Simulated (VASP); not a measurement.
A run of VASP 6.6.1:

File INCAR:

```
SYSTEM = W
PREC = Accurate
ENCUT = 520
EDIFF = 1E-6
ISMEAR = 0
SIGMA = 0.1
LREAL = .False.
LASPH = .True.
NELM = 100
ALGO = Normal
ISIF = 2
LWAVE = .False.
LCHARG = .False.
GGA = CA
NBANDS = 13
```

KPOINTS

```
regular mesh
0
Gamma
  8 8 8
  0 0 0
```

The input POSCAR:

```
W
1.0
   -1.5688199714      1.5688199714      1.5688199714
    1.5688199714     -1.5688199714      1.5688199714
    1.5688199714      1.5688199714     -1.5688199714
W
1
Direct
    0.0000000000      0.0000000000      0.0000000000
```

Potentials or basis: VASP PAW LDA potentials, release 64 (W_sv).

Command:

```bash
$ cat potpaw_LDA.64/W_sv/POTCAR > POTCAR
$ mpirun -np 1 vasp_std > vasp.out
```

Hardware: 1 thread of Intel(R) Xeon(R) Platinum 8488C (Sapphire Rapids), on a shared host.

Estimate the wall time of this run.

Wall time 3.2 s on 1 thread of Intel(R) Xeon(R) Platinum 8488C (Sapphire Rapids), with other jobs on the host, peak memory 0.12 GiB. Counts: scf iterations 11, k points 29.
